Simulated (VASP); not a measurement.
# Al8N7 (a cell with a defect) in VASP: relaxation of the atoms with PBE

Aim: the relaxation of the atoms of Al8N7 (a cell with a defect) with PBE.

All numbers are computed with VASP 6.6.1; they aren't measurements. Logs are shortened: lines on timing, memory, paths and dates and some standing lists are left out, and cuts for length are marked.

## 1. The cell of the first run

The cell holds a defect, 15 atoms: a = 6.162 Å, b = 5.336 Å, c = 5.031 Å, α = 90.00°, β = 90.00°, γ = 90.00°.

## 2. Relaxation of the atoms, PBE, collinear spin

The input, INCAR:

```
SYSTEM = Al8N7
PREC     = Accurate       ! precision mode
ENCUT    = 520            ! plane-wave cutoff, eV
EDIFF    = 1E-6           ! SCF threshold, eV
ISMEAR   = 0              ! smearing method
SIGMA    = 0.02           ! smearing width, eV
LREAL    = Auto         
LASPH    = .True.         ! aspherical terms in the spheres
NELM     = 150            ! most SCF steps
ALGO     = Normal         ! electronic algorithm
ISIF     = 2              ! what is computed and relaxed
LWAVE    = .False.        ! write WAVECAR
LCHARG   = .False.        ! write CHGCAR
ISPIN    = 2              ! spin polarisation
MAGMOM   = 0 0 0 0 0 0 0 0 0 0 0 0 0 1 0 ! initial moments
LORBIT   = 11             ! projections on sites
GGA      = PE             ! functional
IBRION   = 2              ! ionic algorithm
NSW      = 80             ! ionic steps
EDIFFG   = -0.03          ! ionic threshold
NELECT   = 61.0         
KPAR     = 2            
NCORE    = 2
```

The input, KPOINTS:

```
regular mesh
0
Gamma
  2 2 2
  0 0 0
```

The input, POSCAR:

```
Al8N7
1.0
   -3.0810000000     -5.3364490000      0.0000000000
    4.6215000000     -2.6682240000      0.0000000000
    0.0000000000      0.0000000000      5.0310000000
Al N
8 7
Direct
    0.4999999800      0.3333333200      0.0000000000
    0.4999999900      0.6666666600      0.5000000000
    0.2500000200      0.8333333400      0.0000000000
    0.2499999900      0.1666666600      0.5000000000
    0.0000000100      0.3333333400      0.0000000000
    0.0000000300      0.6666666800      0.5000000000
    0.7499999800      0.8333333200      0.0000000000
    0.7499999600      0.1666666400      0.5000000000
    0.4999999800      0.3333333200      0.3820000000
    0.4999999900      0.6666666600      0.8820000000
    0.2500000200      0.8333333400      0.3820000000
    0.2499999900      0.1666666600      0.8820000000
    0.0000000100      0.3333333400      0.3820000000
   -0.2499999500      0.8333333700      1.3820000000
    0.7499999600      0.1666666400      0.8820000000
```

Potentials or basis: VASP PAW PBE potentials, release 64 (Al, N).

The run is started by

```sh
$ cat potpaw_PBE.64/Al/POTCAR potpaw_PBE.64/N/POTCAR > POTCAR
$ mpirun -np 4 vasp_std > vasp.out
```

OUTCAR:

```text
SYSTEM = Al8N7
   PREC = Accurate
   ENCUT = 520
   EDIFF = 1E-6
   ISMEAR = 0
   LREAL = Auto
   LASPH = .True.
   NELM = 150
   ISIF = 2
   ISPIN = 2
   LORBIT = 11
   GGA = PE
   IBRION = 2
   NSW = 80
   EDIFFG = -0.03
   NELECT = 61.0

 ion  position               nearest neighbor table
   1  0.500  0.333  0.000-  10 1.88  12 1.88  15 1.88   9 1.92   2 3.08   2 3.08   4 3.08   4 3.08
                             8 3.08   8 3.08   3 3.08   3 3.08   7 3.08   7 3.08   5 3.08   5 3.08
   2  0.500  0.667  0.500-  11 1.88   9 1.88  14 1.88  10 1.92   3 3.08   3 3.08   1 3.08   1 3.08
                             7 3.08   7 3.08   8 3.08   6 3.08   4 3.08   8 3.08   4 3.08   6 3.08
   3  0.250  0.833  0.000-  12 1.88  10 1.88  11 1.92   4 3.08   4 3.08   2 3.08   2 3.08   6 3.08
                             6 3.08   1 3.08   7 3.08   1 3.08   5 3.08   5 3.08   7 3.08
   4  0.250  0.167  0.500-  11 1.88   9 1.88  13 1.88  12 1.92   3 3.08   3 3.08   1 3.08   1 3.08
                             5 3.08   5 3.08   6 3.08   6 3.08   2 3.08   2 3.08   8 3.08   8 3.08
   5  0.000  0.333  0.000-  12 1.88  15 1.88  13 1.92   6 3.08   6 3.08   4 3.08   4 3.08   8 3.08
                             8 3.08   7 3.08   3 3.08   1 3.08   3 3.08   7 3.08   1 3.08
   6  0.000  0.667  0.500-  13 1.88  11 1.88  14 1.88   5 3.08   5 3.08   3 3.08   3 3.08   7 3.08
                             7 3.08   4 3.08   2 3.08   4 3.08   8 3.08   8 3.08   2 3.08
   7  0.750  0.833  0.000-  15 1.88  10 1.88  14 1.92   8 3.08   8 3.08   2 3.08   2 3.08   6 3.08
                             6 3.08   3 3.08   1 3.08   1 3.08   5 3.08   5 3.08   3 3.08
   8  0.750  0.167  0.500-  14 1.88   9 1.88  13 1.88  15 1.92   7 3.08   7 3.08   1 3.08   1 3.08
                             5 3.08   5 3.08   2 3.08   2 3.08   4 3.08   6 3.08   6 3.08   4 3.08
   9  0.500  0.333  0.382-   2 1.88   4 1.88   8 1.88   1 1.92
  10  0.500  0.667  0.882-   3 1.88   1 1.88   7 1.88   2 1.92
  11  0.250  0.833  0.382-   4 1.88   2 1.88   6 1.88   3 1.92
  12  0.250  0.167  0.882-   3 1.88   1 1.88   5 1.88   4 1.92
  13  0.000  0.333  0.382-   6 1.88   4 1.88   8 1.88   5 1.92
  14  0.750  0.833  0.382-   8 1.88   6 1.88   2 1.88   7 1.92
  15  0.750  0.167  0.882-   7 1.88   1 1.88   5 1.88   8 1.92

  LATTYP: Found a simple orthorhombic cell.
 ALAT       =     5.0310000000
 B/A-ratio  =     1.0607132585
 C/A-ratio  =     1.2248062811

  Lattice vectors:

 A1 = (   0.0000000000,   0.0000000000,  -5.0310000000)
 A2 = (   4.6215000000,  -2.6682240000,   0.0000000000)
 A3 = (  -3.0810000000,  -5.3364490000,   0.0000000000)

Analysis of symmetry for initial positions (statically):
=====================================================================
 Subroutine PRICEL returns:
 Original cell was already a primitive cell.

 Routine SETGRP: Setting up the symmetry group for a
 simple orthorhombic supercell.

 Subroutine GETGRP returns: Found  2 space group operations
 (whereof  2 operations were pure point group operations)
 out of a pool of  8 trial point group operations.

The static configuration has the point symmetry C_1h.

Analysis of symmetry for dynamics (positions and initial velocities):
=====================================================================
 Subroutine PRICEL returns:
 Original cell was already a primitive cell.

 Routine SETGRP: Setting up the symmetry group for a
 simple orthorhombic supercell.

 Subroutine GETGRP returns: Found  2 space group operations
 (whereof  2 operations were pure point group operations)
 out of a pool of  8 trial point group operations.

The dynamic configuration has the point symmetry C_1h.

Analysis of structural, dynamic, and magnetic symmetry:
=====================================================================
 Subroutine PRICEL returns:
 Original cell was already a primitive cell.

 Routine SETGRP: Setting up the symmetry group for a
 simple orthorhombic supercell.

 Subroutine GETGRP returns: Found  1 space group operations
 (whereof  1 operations were pure point group operations)
 out of a pool of  8 trial point group operations.

The overall configuration has the point symmetry C_1 .

 Subroutine INISYM returns: Found  1 space group operations
 (whereof  1 operations are pure point group operations),
 and found     1 'primitive' translations

----------------------------------------------------------------------------------------

                                     Primitive cell

  volume of cell :     165.4354

  direct lattice vectors                    reciprocal lattice vectors
    -3.081000000 -5.336449000  0.000000000    -0.081142475 -0.140542903  0.000000000
[... 84 lines left out ...]
   NGXF,Y,Z  is equivalent  to a cutoff of  25.90, 24.92, 26.44 a.u.
 SYSTEM =  Al8N7
   PREC   = accura    normal or accurate (medium, high low for compatibility)
   ISTART =      0    job   : 0-new  1-cont  2-samecut
   ICHARG =      2    charge: 1-file 2-atom 10-const
   ISPIN  =      2    spin polarized calculation?
   LNONCOLLINEAR =      F non collinear calculations
   LSORBIT =      F    spin-orbit coupling
   LASPH  =      T    aspherical Exc in radial PAW
   ENCUT  =  520.0 eV  38.22 Ry    6.18 a.u.  11.46  9.92  9.35*2*pi/ulx,y,z
   NELM   =    150;   NELMIN=  2; NELMDL= -5     # of ELM steps
   EDIFF  = 0.1E-05   stopping-criterion for ELM
   LREAL  =      T    real-space projection
   EDIFFG = -.3E-01   stopping-criterion for IOM
   NSW    =     80    number of steps for IOM
   IBRION =      2    ionic relax: 0-MD 1-quasi-New 2-CG
   NFREE  =      1    steps in history (QN), initial steepest desc. (CG)
   ISIF   =      2    stress and relaxation
   ISYM   =      2    0-nonsym 1-usesym 2-fastsym
   POTIM  = 0.5000    time-step for ionic-motion
   TEBEG  =    0.0;   TEEND  =   0.0 temperature during run
   PSTRESS=    0.0 pullay stress
   NELECT =      61.0000    total number of electrons
   NUPDOWN=      -1.0000    fix difference up-down
   EMIN   =  10.00;   EMAX   =-10.00  energy-range for DOS
   EFERMI =   0.00;   METHOD = LEGACY
   ISMEAR =     0;   SIGMA  =   0.02  broadening in eV -4-tet -1-fermi 0-gaus
   EFERMI_NEDOS =   21; number of points for ismear=-14 and -15
   IALGO  =     38    algorithm
   IMIX   =      4    mixing-type and parameters
     AMIX     =   0.40;   BMIX     =  1.00
     AMIX_MAG =   1.60;   BMIX_MAG =  1.00
  volume/ion in A,a.u.               =      11.03        74.43
  Fermi-wavevector in a.u.,A,eV,Ry     =   1.173929  2.218405 18.750329  1.378110
  Thomas-Fermi vector in A             =   2.310335
   LORBIT       =     11    0 simple, 1 ext, 2 COOP (PROOUT), +10 PAW based schemes
   GGA     = PE    functional components
   LHFCALC =     F    Hartree Fock is set to
   AEXX    =    0.0000 exact exchange contribution
   IVDW    =     0    specifies the selected vdW correction
   LEPSILON=     F    determine dielectric tensor
   LRPA    =     F    only Hartree local field effects (RPA)
 conjugate gradient relaxation of ions
 spin polarized calculation
 Gauss-broadening in eV      SIGMA  =   0.02
  energy-cutoff  :      520.00
  volume of cell :      165.44
 maximum number of plane-waves:      4500
 NGX is ok and might be reduce to    48
   NGX = 23   NGY = 19   NGZ = 19

--------------------------------------- Ionic step        1  -------------------------------------------

 number of electron      61.0000001 magnetization       0.4995936

 Free energy of the ion-electron system (eV)
  ---------------------------------------------------
  ext. energy  EPLUGINS =         0.00000000
  ---------------------------------------------------
  free energy    TOTEN  =       -85.08874050 eV

  energy without entropy =      -85.08871103  energy(sigma->0) =      -85.08872576

 E-fermi :  10.1591     XC(G=0): -10.9942

 val. band max:       10.1197197665   @ k =   0.5000   0.0000   0.5000
 cond. band min:      10.1983980168   @ k =   0.5000   0.0000   0.0000
 fundamental gap:      0.0786782503
 Fermi energy:        10.1590603808

 spin component 1

 k-point     1 :       0.0000    0.0000    0.0000
  band No.  band energies     occupation
      1      -9.4712      1.00000
      2      -7.6394      1.00000
      3      -7.5991      1.00000
      4      -7.5014      1.00000
      5      -7.4664      1.00000
      6      -6.8283      1.00000
[... 804 lines left out ...]
  FREE ENERGIE OF THE ION-ELECTRON SYSTEM (eV)
  ---------------------------------------------------
  free  energy   TOTEN  =       -85.8388970319 eV

  energy  without entropy=      -85.8385091271  energy(sigma->0) =      -85.83870308

[... ionic steps 4 to 24 ...]

--------------------------------------- Ionic step       25  -------------------------------------------

 number of electron      61.0000004 magnetization       0.4938475

------------------------ aborting loop because EDIFF is reached ----------------------------------------
[... 93 lines left out ...]
--------------------------------------- Ionic step       27  -------------------------------------------

 number of electron      61.0000004 magnetization       0.4947470

 Free energy of the ion-electron system (eV)
  ---------------------------------------------------
  ext. energy  EPLUGINS =         0.00000000
  ---------------------------------------------------
  free energy    TOTEN  =       -86.08266295 eV

  energy without entropy =      -86.08248444  energy(sigma->0) =      -86.08257369

 E-fermi :   9.5508     XC(G=0): -10.9916

 val. band max:        9.5220369575   @ k =   0.5000   0.0000   0.5000
 cond. band min:       9.5795462151   @ k =   0.5000   0.5000   0.0000
 fundamental gap:      0.0575092576
 Fermi energy:         9.5507914289

 spin component 1

 k-point     1 :       0.0000    0.0000    0.0000
  band No.  band energies     occupation
      1      -9.2419      1.00000
      2      -7.3950      1.00000
      3      -7.3872      1.00000
      4      -7.2214      1.00000
      5      -7.1504      1.00000
      6      -6.6168      1.00000
[... 706 lines left out ...]
  FREE ENERGIE OF THE ION-ELECTRON SYSTEM (eV)
  ---------------------------------------------------
  free  energy   TOTEN  =       -86.0826629493 eV

  energy  without entropy=      -86.0824844358  energy(sigma->0) =      -86.08257369

 reached required accuracy - stopping structural energy minimisation

 total charge

# of ion       s       p       d       tot
------------------------------------------
    1        0.382   0.460   0.000   0.842
    2        0.384   0.480   0.000   0.864
    3        0.399   0.419   0.000   0.818
    4        0.383   0.476   0.000   0.859
    5        0.379   0.411   0.000   0.790
    6        0.392   0.431   0.000   0.823
    7        0.399   0.419   0.000   0.818
    8        0.383   0.476   0.000   0.859
    9        1.226   2.670   0.000   3.896
   10        1.251   2.609   0.000   3.860
   11        1.246   2.652   0.000   3.898
   12        1.239   2.609   0.000   3.848
   13        1.244   2.650   0.000   3.893
   14        1.246   2.652   0.000   3.898
   15        1.239   2.609   0.000   3.848
--------------------------------------------------
tot         11.791  22.024   0.000  33.814

 magnetization (x)

# of ion       s       p       d       tot
------------------------------------------
    1        0.000   0.001   0.000   0.001
    2        0.001   0.001   0.000   0.002
    3        0.013   0.014   0.000   0.027
    4       -0.000   0.000   0.000  -0.000
    5        0.007   0.005   0.000   0.013
    6        0.002   0.006   0.000   0.008
    7        0.013   0.014   0.000   0.027
    8       -0.000   0.000   0.000  -0.000
    9        0.000   0.002   0.000   0.003
   10        0.003   0.002   0.000   0.005
   11        0.005   0.018   0.000   0.023
   12        0.007   0.015   0.000   0.022
   13        0.005   0.008   0.000   0.013
   14        0.005   0.018   0.000   0.023
   15        0.007   0.015   0.000   0.022
--------------------------------------------------
tot          0.067   0.120   0.000   0.188
```

It took 21 min on 4 MPI ranks of Oxide Virtual Turin-like, shared host; peak memory 0.22 GiB.

Results:

| Property | Result |
| --- | --- |
| Free energy | -86.0827 eV |
| Energy gained by relaxing | 66.3 meV/atom |
| Ionic steps | 27 |
| Largest force after relaxing | 0.019 eV/Å |
| Net moment | 0.49 μB per cell |
| Site moments | Al +0.00, +0.03, -0.00, +0.01 (each value once); N +0.00, +0.01, +0.02 (each value once) μB |
| Valence electrons inside the program's atomic spheres | Al 0.84, 0.86, 0.82, 0.79 (each value once); N 3.90, 3.86, 3.85, 3.89 (each value once) |

Forces in eV/Å, atoms in the order of the input:
```
Al   0.002 -0.001  0.011
Al  -0.005  0.003  0.003
Al   0.000  0.015  0.002
Al  -0.002 -0.011  0.001
Al  -0.009  0.005 -0.004
Al   0.001  0.000  0.016
Al  -0.013 -0.007  0.002
Al   0.009  0.007  0.001
N    0.012 -0.007 -0.009
N    0.001  0.000 -0.013
N    0.019  0.003  0.003
N   -0.007  0.007 -0.009
N   -0.004  0.002  0.003
N    0.007 -0.018  0.003
N   -0.010  0.003 -0.009
```

The path:
| step | energy change (eV) | largest force (eV/Å) | pressure (GPa) |
| --- | --- | --- | --- |
| 1 | 0.0000 | 2.3669 | 30.17 |
| 2 | -0.7484 | 0.7925 | 27.66 |
| 3 | -0.7502 | 0.8725 | 27.61 |
| 4 | -0.9017 | 0.5354 | 26.51 |
| 5 | -0.9084 | 0.5157 | 26.22 |
| 6 | -0.9140 | 0.5908 | 26.05 |
| 7 | -0.9176 | 0.4923 | 26.21 |
| 8 | -0.9579 | 0.3273 | 25.99 |
| 9 | -0.9606 | 0.2697 | 25.93 |
| 10 | -0.9707 | 0.1298 | 25.98 |
| 11 | -0.9708 | 0.1223 | 25.99 |
| 12 | -0.9744 | 0.1067 | 26.02 |
| 13 | -0.9750 | 0.1213 | 26.05 |
| 14 | -0.9779 | 0.1587 | 26.15 |
| 15 | -0.9767 | 0.3202 | 26.18 |
| 16 | -0.9812 | 0.1931 | 26.10 |
| 17 | -0.9818 | 0.1916 | 26.11 |
| 18 | -0.9831 | 0.1983 | 26.14 |
| 19 | -0.9828 | 0.2592 | 26.21 |
| 20 | -0.9834 | 0.2159 | 26.17 |
| 21 | -0.9851 | 0.2016 | 26.18 |
| 22 | -0.9889 | 0.1613 | 26.20 |
| 23 | -0.9920 | 0.1037 | 26.26 |
| 24 | -0.9927 | 0.0781 | 26.26 |
| 25 | -0.9936 | 0.0526 | 26.26 |
| 26 | -0.9938 | 0.0341 | 26.26 |
| 27 | -0.9939 | 0.0194 | 26.25 |

Final structure:
```xyz
15
Lattice="-3.0810 -5.3364 0.0000 4.6215 -2.6682 0.0000 0.0000 0.0000 5.0310" Properties=species:S:1:pos:R:3 pbc="T T T"
Al   -0.0218   -3.5450    0.0404
Al    1.5648   -4.4611    2.5504
Al    3.0453   -3.3755    4.9993
Al   -0.0013   -1.7698    2.5658
Al    1.7373   -1.0030    0.0037
Al    0.0234   -7.1288    2.4355
Al    1.3649   -6.2860    4.9993
Al   -1.5489   -4.4504    2.5658
N     0.0174   -3.5677    1.9423
N     1.5020   -4.4248    4.4293
N     3.0905   -3.6561    1.8754
N     0.0035   -1.7535    4.4558
N    -1.6038   -6.1893    1.9291
N     1.6305   -6.1848    1.8754
N    -1.5607   -4.4627    4.4558
```

Caveat: the k points lie up to 0.62 Å⁻¹ apart; the cell carries a net charge on a neutralising background, which shifts energy and pressure; the cell is charged against a uniform background, so pressure and absolute levels hang on convention.
